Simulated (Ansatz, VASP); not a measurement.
One calculation of Al2O3, two programs

```xyz
5
Lattice="2.9231 0.0000 0.0000 -1.4616 2.5315 0.0000 0.0000 0.0000 8.0715" Properties=species:S:1:pos:R:3 pbc="T T T"
Al    0.0000    0.0000    2.2435
Al    0.0000    0.0000    5.8281
O     0.0000    1.6877    1.6099
O     1.4616    0.8438    6.4616
O     0.0000    0.0000    4.0358
```

Alike in both runs: task single point; functional r2SCAN; k mesh 12 × 12 × 4; occupations gaussian, width 0.05 eV; no spin polarisation.

|  | VASP | Ansatz |
| --- | --- | --- |
| version | VASP 6.6.1 | Ansatz 0.2.0 |
| potentials or method | VASP PAW PBE potentials, release 64 (Al, O), cutoff 520 eV | scalar-relativistic, plane waves, PAW |
| valence electrons in the cell | 24 | 24 |

Ansatz gave:

* gap on the k mesh at the Fermi level (eV): 1.81
* least direct gap on the mesh (eV): 1.81
* pressure (GPa): -5.7
* traceless stress, the component that is largest in VASP (GPa): -28.12
* rms of the force components (eV/Å): 1.076

Estimate VASP's values.

gap on the k mesh at the Fermi level (eV): 1.83; least direct gap on the mesh (eV): 1.83; pressure (GPa): -5.9; traceless stress, the component that is largest in VASP (GPa): -28.14; rms of the force components (eV/Å): 1.062.

VASP's potentials were made for PBE, not for r2SCAN. Atom by atom the forces differ by 0.019 eV/Å (rms over components). With one functional, cell and mesh, what is left measures potentials, basis and numerics.
